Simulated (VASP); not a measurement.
Here is a VASP 6.6.1 calculation.

File INCAR:

```
PREC     = Accurate       # precision mode
ENCUT    = 600            # plane-wave cutoff, eV
EDIFF    = 1E-6           # SCF threshold, eV
ISMEAR   = -1             # smearing method
SIGMA    = 0.05           # smearing width, eV
LREAL    = False          # projectors in reciprocal space
LASPH    = True           # aspherical terms in the spheres
NELM     = 60             # most SCF steps
ALGO     = Normal         # electronic algorithm
ISIF     = 3              # what is computed and relaxed
LWAVE    = False          # write WAVECAR
LCHARG   = False          # write CHGCAR
GGA      = RP             # functional
IVDW     = 12             # dispersion correction
IBRION   = 2              # ionic algorithm
NSW      = 60             # ionic steps
EDIFFG   = -0.01          # ionic threshold
```

Contents of KPOINTS:

```
regular mesh
0
Gamma
  9 9 9
```

File POSCAR:

```
LiCl
1.0
    0.0000000000      2.5647700000      2.5647700000
    2.5647700000      0.0000000000      2.5647700000
    2.5647700000      2.5647700000      0.0000000000
Cl Li
1 1
Direct
    0.5000000000      0.5000000000      0.5000000000
    0.0000000000      0.0000000000      0.0000000000
```

Potentials or basis: VASP PAW PBE potentials, release 64 (Cl, Li_sv).

The run is started by

```bash
$ cat potpaw_PBE.64/Cl/POTCAR potpaw_PBE.64/Li_sv/POTCAR > POTCAR
$ mpirun -np 1 vasp_std > vasp.out
```

Q: What does it give for the band gap on the k mesh?

A: 7.21 eV, indirect (least direct gap 7.58 eV).

Q: Estimate the relaxed volume.

A: 13.42 Å³/atom.

Q: What does it give for the space group after relaxing (to 0.05 Å)?

A: Fm-3m (No. 225).

Q: Predict the relaxed cell.

A: a = 3.360 Å, b = 3.360 Å, c = 3.360 Å, α = 60.00°, β = 60.00°, γ = 60.00°.

Step by step:
| step | energy change (eV) | largest force (eV/Å) | pressure (GPa) | volume (Å³) |
| --- | --- | --- | --- | --- |
| 1 | 0.0000 | 0.0000 | -7.82 | 33.74 |
| 2 | -0.1568 | 0.0000 | -4.80 | 29.88 |
| 3 | -0.2066 | 0.0000 | -0.92 | 27.24 |
| 4 | -0.2079 | 0.0000 | 0.16 | 26.70 |
| 5 | -0.2079 | 0.0000 | -0.11 | 26.83 |

Caveat: the cutoff is under 1.25 times the usual one of these potentials, so pressure, stress and relaxed cells hold a basis-set (Pulay) error; the volume moved by over 15 % at a fixed basis, so the end points are rough; the PAW data sets were made with another functional, which shifts forces and pressure a little; the volume moved by -20 % from the deposited cell, more than functionals usually miss. A k mesh can miss the band edges.
